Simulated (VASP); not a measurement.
# MoH8 (P6/mmm) in VASP: relaxation of cell and atoms with PBE

Aim: the relaxation of cell and atoms of MoH8 with PBE.

Program: VASP 6.6.1. These are calculated values, not measurements. Logs are shortened: lines on timing, memory, paths and dates and some standing lists are left out, and cuts for length are marked.

## 1. The cell of the first run

Symmetry: P6/mmm, No. 191, hexagonal system. The conventional cell has a = 3.422 Å, b = 3.422 Å, c = 6.716 Å, α = 90.00°, β = 90.00°, γ = 120.00°. Within 1.9 Å of H (site symmetry 6mm) lie 1 Mo at 1.39 Å and 6 H at 1.80 Å. H (site symmetry 2mm) has 6 H at 1.71 to 1.80 Å within 2.3 Å. Within 1.9 Å of Mo (site symmetry 6/mmm) lie 2 H at 1.39 Å.

The cell was built from a structure type or drawn by symmetry, and may not be a known phase.

## 2. Relaxation of cell and atoms, PBE

The input, INCAR:

```
SYSTEM = MoH8
PREC = Accurate
ENCUT = 910
EDIFF = 1E-7
ISMEAR = 0
SIGMA = 0.1
LREAL = .FALSE.
LASPH = .TRUE.
NELM = 120
ALGO = Normal
ISIF = 3
LWAVE = .FALSE.
LCHARG = .FALSE.
GGA = PE
IBRION = 2
NSW = 90
EDIFFG = -0.04
GGA_COMPAT = .FALSE.
NELMIN = 4
```

The input, KPOINTS:

```
Automatic mesh
0
G
  6 6 4
  0 0 0
```

The input, POSCAR:

```
MoH8
1.0
    3.4217334100      0.0000000000      0.0000000000
   -1.7108667000      2.9633080500      0.0000000000
    0.0000000000      0.0000000000      6.7163701200
H Mo
8 1
Direct
    0.0000000000      0.0000000000      0.2927534800
    0.0000000000      0.0000000000      0.7072465200
    0.5000000000      0.0000000000      0.7904067500
    0.0000000000      0.5000000000      0.7904067500
    0.5000000000      0.5000000000      0.7904067500
    0.5000000000      0.0000000000      0.2095932500
    0.0000000000      0.5000000000      0.2095932500
    0.5000000000      0.5000000000      0.2095932500
    0.0000000000      0.0000000000      0.5000000000
```

Potentials or basis: VASP PAW PBE potentials, release 64 (H_h, Mo_sv).

Run with:

```sh
> cat potpaw_PBE.64/H_h/POTCAR potpaw_PBE.64/Mo_sv/POTCAR > POTCAR
> mpirun -np 1 vasp_std > vasp.out
```

OUTCAR:

```text
SYSTEM = MoH8
   PREC = Accurate
   ENCUT = 910
   EDIFF = 1E-7
   ISMEAR = 0
   LREAL = .FALSE.
   LASPH = .TRUE.
   NELM = 120
   ISIF = 3
   GGA = PE
   IBRION = 2
   NSW = 90
   EDIFFG = -0.04
   NELMIN = 4

 ion  position               nearest neighbor table
   1  0.000  0.000  0.293-   9 1.39
   2  0.000  0.000  0.707-   9 1.39
   3  0.500  0.000  0.790-
   4  0.000  0.500  0.790-
   5  0.500  0.500  0.790-
   6  0.500  0.000  0.210-
   7  0.000  0.500  0.210-
   8  0.500  0.500  0.210-
   9  0.000  0.000  0.500-   1 1.39   2 1.39

  LATTYP: Found a hexagonal cell.
 ALAT       =     3.4217334100
 C/A-ratio  =     1.9628560484

  Lattice vectors:

 A1 = (   3.4217334100,   0.0000000000,   0.0000000000)
 A2 = (  -1.7108667000,   2.9633080500,   0.0000000000)
 A3 = (   0.0000000000,   0.0000000000,   6.7163701200)

Analysis of symmetry for initial positions (statically):
=====================================================================
 Subroutine PRICEL returns:
 Original cell was already a primitive cell.

 Routine SETGRP: Setting up the symmetry group for a
 hexagonal supercell.

 Subroutine GETGRP returns: Found 24 space group operations
 (whereof 24 operations were pure point group operations)
 out of a pool of 24 trial point group operations.

The static configuration has the point symmetry D_6h.

Analysis of symmetry for dynamics (positions and initial velocities):
=====================================================================
 Subroutine PRICEL returns:
 Original cell was already a primitive cell.

 Routine SETGRP: Setting up the symmetry group for a
 hexagonal supercell.

 Subroutine GETGRP returns: Found 24 space group operations
 (whereof 24 operations were pure point group operations)
 out of a pool of 24 trial point group operations.

The dynamic configuration has the point symmetry D_6h.

 Subroutine INISYM returns: Found 24 space group operations
 (whereof 24 operations are pure point group operations),
 and found     1 'primitive' translations

----------------------------------------------------------------------------------------

                                     Primitive cell

  volume of cell :      68.1016

  direct lattice vectors                    reciprocal lattice vectors
     3.421733410  0.000000000  0.000000000     0.292249536  0.168730348  0.000000000
    -1.710866700  2.963308050  0.000000000     0.000000000  0.337460697  0.000000000
     0.000000000  0.000000000  6.716370120     0.000000000  0.000000000  0.148889948

  length of vectors
     3.421733410  3.421733401  6.716370120     0.337460696  0.337460697  0.148889948

  position of ions in fractional coordinates (direct lattice)
     0.000000000  0.000000000  0.292753480
     0.000000000  0.000000000  0.707246520
     0.500000000  0.000000000  0.790406750
     0.000000000  0.500000000  0.790406750
     0.500000000  0.500000000  0.790406750
     0.500000000  0.000000000  0.209593250
     0.000000000  0.500000000  0.209593250
     0.500000000  0.500000000  0.209593250
     0.000000000  0.000000000  0.500000000

  ion indices of the primitive-cell ions
   primitive index   ion index
                 1           1
                 2           2
                 3           3
                 4           4
                 5           5
                 6           6
                 7           7
                 8           8
                 9           9

----------------------------------------------------------------------------------------

 KPOINTS: Automatic mesh

Automatic generation of k-mesh.
 Grid dimensions read from file:
 generate k-points for:    6    6    4

 Generating k-lattice:

  Cartesian coordinates                     Fractional coordinates (reciprocal lattice)
     0.048708256  0.028121725  0.000000000     0.166666667  0.000000000  0.000000000
     0.000000000  0.056243450  0.000000000     0.000000000  0.166666667  0.000000000
     0.000000000  0.000000000  0.037222487     0.000000000  0.000000000  0.250000000

  Length of vectors
     0.056243449  0.056243450  0.037222487

  Shift w.r.t. Gamma in fractional coordinates (k-lattice)
     0.000000000  0.000000000  0.000000000

 Subroutine IBZKPT returns following result:
 ===========================================

 Found     21 irreducible k-points:

 Following reciprocal coordinates:
            Coordinates               Weight
  0.000000  0.000000  0.000000      1.000000
  0.166667  0.000000  0.000000      6.000000
  0.333333  0.000000  0.000000      6.000000
  0.500000  0.000000  0.000000      3.000000
  0.166667  0.166667  0.000000      6.000000
  0.333333  0.166667  0.000000     12.000000
[... 13 lines left out ...]
  0.333333  0.166667  0.500000     12.000000
  0.333333  0.333333  0.500000      2.000000
   k-points           NKPTS =     21   k-points in BZ     NKDIM =     21   number of bands    NBANDS=     16
   number of dos      NEDOS =    301   number of ions     NIONS =      9
   total plane-waves  NPLWV =  90720
   dimension x,y,z NGX =    36 NGY =   36 NGZ =   70
   dimension x,y,z NGXF=    72 NGYF=   72 NGZF=  140
   ions per type =               8   1
   NGX,Y,Z   is equivalent  to a cutoff of  17.49, 17.49, 17.33 a.u.
   NGXF,Y,Z  is equivalent  to a cutoff of  34.98, 34.98, 34.65 a.u.
 SYSTEM =  MoH8
   PREC   = accura    normal or accurate (medium, high low for compatibility)
   ISTART =      0    job   : 0-new  1-cont  2-samecut
   ICHARG =      2    charge: 1-file 2-atom 10-const
   ISPIN  =      1    spin polarized calculation?
   LNONCOLLINEAR =      F non collinear calculations
   LSORBIT =      F    spin-orbit coupling
   LASPH  =      T    aspherical Exc in radial PAW
   ENCUT  =  910.0 eV  66.88 Ry    8.18 a.u.   8.42  8.42 16.52*2*pi/ulx,y,z
   NELM   =    120;   NELMIN=  4; NELMDL= -5     # of ELM steps
   EDIFF  = 0.1E-06   stopping-criterion for ELM
   LREAL  =      F    real-space projection
   EDIFFG = -.4E-01   stopping-criterion for IOM
   NSW    =     90    number of steps for IOM
   IBRION =      2    ionic relax: 0-MD 1-quasi-New 2-CG
   NFREE  =      1    steps in history (QN), initial steepest desc. (CG)
   ISIF   =      3    stress and relaxation
   ISYM   =      2    0-nonsym 1-usesym 2-fastsym
   POTIM  = 0.5000    time-step for ionic-motion
   TEBEG  =    0.0;   TEEND  =   0.0 temperature during run
   PSTRESS=    0.0 pullay stress
   NELECT =      22.0000    total number of electrons
   NUPDOWN=      -1.0000    fix difference up-down
   EMIN   =  10.00;   EMAX   =-10.00  energy-range for DOS
   EFERMI =   0.00;   METHOD = LEGACY
   ISMEAR =     0;   SIGMA  =   0.10  broadening in eV -4-tet -1-fermi 0-gaus
   EFERMI_NEDOS =   21; number of points for ismear=-14 and -15
   IALGO  =     38    algorithm
   IMIX   =      4    mixing-type and parameters
     AMIX     =   0.40;   BMIX     =  1.00
     AMIX_MAG =   1.60;   BMIX_MAG =  1.00
  volume/ion in A,a.u.               =       7.57        51.06
  Fermi-wavevector in a.u.,A,eV,Ry     =   1.123302  2.122733 17.167931  1.261807
  Thomas-Fermi vector in A             =   2.259967
   LORBIT       =      0    0 simple, 1 ext, 2 COOP (PROOUT), +10 PAW based schemes
   GGA     = PE    functional components
   LHFCALC =     F    Hartree Fock is set to
   AEXX    =    0.0000 exact exchange contribution
   IVDW    =     0    specifies the selected vdW correction
   LEPSILON=     F    determine dielectric tensor
   LRPA    =     F    only Hartree local field effects (RPA)
 conjugate gradient relaxation of ions
 non-spin polarized calculation
 Gauss-broadening in eV      SIGMA  =   0.10
  energy-cutoff  :      910.00
  volume of cell :       68.10
 maximum number of plane-waves:      4311
 NGX is ok and might be reduce to    36
   NGX = 17   NGY = 17   NGZ = 33

--------------------------------------- Ionic step        1  -------------------------------------------

 number of electron      22.0000000 magnetization

 Free energy of the ion-electron system (eV)
  ---------------------------------------------------
  ext. energy  EPLUGINS =         0.00000000
  ---------------------------------------------------
  free energy    TOTEN  =       -23.71215492 eV

  energy without entropy =      -23.69575771  energy(sigma->0) =      -23.70395631

------------------------ aborting loop because EDIFF is reached ----------------------------------------

  FORCE on cell =-STRESS in cart. coord.  units (eV):
  Direction    XX          YY          ZZ          XY          YZ          ZX
  --------------------------------------------------------------------------------------
  -------------------------------------------------------------------------------------
  Total       -8.1790712     -8.1790711     12.3151862     -0.0000000      0.0000000      0.0000000
  in kB     -192.4229982   -192.4229972    289.7303390     -0.0000003      0.0000000      0.0000000
  external PRESSURE =     -31.7052188 kB  Pullay stress =       0.0000000 kB
[... 110 lines left out ...]
  FREE ENERGIE OF THE ION-ELECTRON SYSTEM (eV)
  ---------------------------------------------------
  free  energy   TOTEN  =       -27.0715030258 eV

  energy  without entropy=      -27.0447380195  energy(sigma->0) =      -27.05812052

 E-fermi :   3.3092     XC(G=0): -10.0004

 val. band max:        3.2373391002   @ k =   0.0000   0.0000   0.0000
 cond. band min:       3.8772338132   @ k =   0.5000   0.0000   0.5000
 fundamental gap:      0.6398947130
 Fermi energy:         3.3091888638

 k-point     1 :       0.0000    0.0000    0.0000
  band No.  band energies     occupation
      1     -57.6250      2.00000
      2     -31.8441      2.00000
      3     -31.8441      2.00000
      4     -31.5124      2.00000
      5      -8.2665      2.00000
      6      -3.1101      2.00000
[... 376 lines left out ...]
      3     -32.0101      2.00000
      4     -31.4668      2.00000
      5      -3.6089      2.00000
      6      -3.6089      2.00000
[... 8 lines left out ...]
     15       8.2168      0.00000
     16       8.2168      0.00000

 E-fermi :   3.3645     XC(G=0):  -9.8675

 val. band max:        3.3083960715   @ k =   0.5000   0.0000   0.5000
 cond. band min:       3.8130199887   @ k =   0.5000   0.0000   0.5000
 fundamental gap:      0.5046239171
 Fermi energy:         3.3644557055

 k-point     1 :       0.0000    0.0000    0.0000
  band No.  band energies     occupation
      1     -57.7630      2.00000
      2     -31.9483      2.00000
      3     -31.9483      2.00000
      4     -31.7019      2.00000
      5      -8.3122      2.00000
      6      -3.6993      2.00000
[... 376 lines left out ...]
      3     -32.1164      2.00000
      4     -31.6533      2.00000
      5      -3.6076      2.00000
      6      -3.6076      2.00000
[... 8 lines left out ...]
     15       7.9587      0.00000
     16       7.9587      0.00000

[... ionic steps 4 to 54 ...]

--------------------------------------- Ionic step       55  -------------------------------------------

 number of electron      22.0000000 magnetization

------------------------ aborting loop because EDIFF is reached ----------------------------------------
[... 81 lines left out ...]
--------------------------------------- Ionic step       57  -------------------------------------------

 number of electron      22.0000001 magnetization

 Free energy of the ion-electron system (eV)
  ---------------------------------------------------
  ext. energy  EPLUGINS =         0.00000000
  ---------------------------------------------------
  free energy    TOTEN  =       -34.09517046 eV

  energy without entropy =      -34.09344785  energy(sigma->0) =      -34.09430915

 E-fermi :   2.9418     XC(G=0):  -9.6498

 val. band max:        2.8750715291   @ k =   0.5000   0.0000   0.5000
 cond. band min:       3.6285443816   @ k =   0.0000   0.0000   0.2500
 fundamental gap:      0.7534728524
 Fermi energy:         2.9417955308

 k-point     1 :       0.0000    0.0000    0.0000
  band No.  band energies     occupation
      1     -58.0886      2.00000
      2     -32.2858      2.00000
      3     -32.2858      2.00000
      4     -32.0075      2.00000
      5      -8.5761      2.00000
      6      -3.9697      2.00000
[... 424 lines left out ...]
  FREE ENERGIE OF THE ION-ELECTRON SYSTEM (eV)
  ---------------------------------------------------
  free  energy   TOTEN  =       -34.0951704618 eV

  energy  without entropy=      -34.0934478481  energy(sigma->0) =      -34.09430915

 reached required accuracy - stopping structural energy minimisation
```

Run time: 22 min. Hardware: 1 thread of Intel Xeon 6975P-C (Granite Rapids), shared host; peak memory 0.37 GiB.

Results:

```
Free energy                           : -34.0952 eV
Relaxed volume                        : 6.05 Å³/atom
Relaxed cell                          : a = 3.413 Å, b = 3.413 Å, c = 5.399 Å, α = 90.00°, β = 90.00°, γ = 120.00°
Space group after relaxing (to 0.1 Å) : P6/mmm (No. 191)
Energy gained by relaxing             : 1153.7 meV/atom
Ionic steps                           : 57
Pressure after relaxing               : 0.2 GPa
Largest force after relaxing          : 0.040 eV/Å
Band gap on the k mesh                : zero (bands 11 and 12 overlap by 0.14 eV)
```

Forces in eV/Å, atoms in the order of the input:
```
H    0.000  0.000  0.040
H    0.000  0.000 -0.040
H    0.000  0.000  0.009
H    0.000  0.000  0.009
H    0.000  0.000  0.009
H    0.000  0.000 -0.009
H    0.000  0.000 -0.009
H    0.000  0.000 -0.009
Mo   0.000  0.000  0.000
```

The path:
```tsv
step	energy change (eV)	largest force (eV/Å)	pressure (GPa)	volume (Å³)
1	0.0000	8.9472	-3.17	68.10
3	-3.3593	0.7678	-20.36	66.49
5	-5.6229	0.8965	-0.47	47.04
7	-6.4806	1.1194	29.76	39.35
9	-6.5459	2.5880	47.67	36.86
11	-6.5952	3.2258	63.38	35.23
13	-8.3213	1.3726	59.73	35.87
15	-8.3554	1.7694	59.51	35.93
17	-8.5429	0.9371	60.70	36.06
19	-10.0540	0.2935	8.67	43.62
21	-10.0894	0.4374	2.04	45.29
23	-10.1969	0.3027	0.73	46.47
25	-10.2860	0.1156	0.07	48.54
27	-10.3064	0.1300	0.96	48.92
29	-10.3223	0.2324	-1.31	50.81
31	-10.3242	0.2442	-1.79	51.31
33	-10.3320	0.1691	-1.28	51.73
35	-10.3331	0.1223	-0.94	51.95
37	-10.3453	0.0845	0.72	51.61
39	-10.3490	0.1079	2.25	51.33
41	-10.3620	0.0636	1.76	51.70
43	-10.3704	0.0714	1.09	52.31
45	-10.3739	0.0484	0.09	52.87
47	-10.3748	0.0439	-0.04	53.04
49	-10.3756	0.0771	0.85	53.55
51	-10.3775	0.0165	0.36	53.43
53	-10.3785	0.0699	-0.04	53.78
55	-10.3796	0.0649	0.04	53.93
57	-10.3830	0.0398	0.17	54.47
```

Final structure:
```cif
data_structure
_symmetry_space_group_name_H-M 'P 1'
_symmetry_Int_Tables_number 1
_cell_length_a 3.4132
_cell_length_b 3.4132
_cell_length_c 5.3991
_cell_angle_alpha 90.000
_cell_angle_beta 90.000
_cell_angle_gamma 120.000
_cell_volume 54.47
loop_
_atom_site_label
_atom_site_type_symbol
_atom_site_fract_x
_atom_site_fract_y
_atom_site_fract_z
_atom_site_occupancy
H1 H 0.00000 0.00000 0.17133 1
H2 H 0.00000 0.00000 0.82867 1
H3 H 0.50000 0.00000 0.66372 1
H4 H 0.00000 0.50000 0.66372 1
H5 H 0.50000 0.50000 0.66372 1
H6 H 0.50000 0.00000 0.33628 1
H7 H 0.00000 0.50000 0.33628 1
H8 H 0.50000 0.50000 0.33628 1
Mo1 Mo 0.00000 0.00000 0.50000 1
```

Caveat: the volume moved by over 15 % at a fixed basis, so the end points are rough.
